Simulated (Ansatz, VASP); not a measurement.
One calculation of CaBr, two programs

```
Ca Br
1.0
     3.91702    0.00000    0.00000
    -1.95851    3.39224    0.00000
     0.00000    0.00000    4.34103
Ca Br
1 1
Cartesian
  0.0000 0.0000 0.0000
  0.0000 2.2615 2.1705
```

Alike in both runs: task single point; functional PBE; k mesh 6 × 6 × 4; occupations gaussian, width 0.1 eV; no spin polarisation.

|  | VASP | Ansatz |
| --- | --- | --- |
| version | VASP 6.6.1 | Ansatz 0.2.0 |
| potentials or method | VASP PAW PBE potentials, release 64 (Ca_sv, Br), cutoff 500 eV | scalar-relativistic, plane waves, PAW |
| valence electrons in the cell | 17 | 17 |

Ansatz gave:

| Item | Value |
| --- | --- |
| gap on the k mesh at the Fermi level (eV) | none |
| pressure (GPa) | 0.4 |
| traceless stress, the component that is largest in VASP (GPa) | 0.57 |

**Question.** Which values does VASP return?

**Answer.** gap on the k mesh at the Fermi level (eV): none; pressure (GPa): 0.5; traceless stress, the component that is largest in VASP (GPa): 0.59.

A gap of «none» marks a metal or a gap that the smearing closes.

The k mesh is coarse, so the values compare programs but aren't converged.
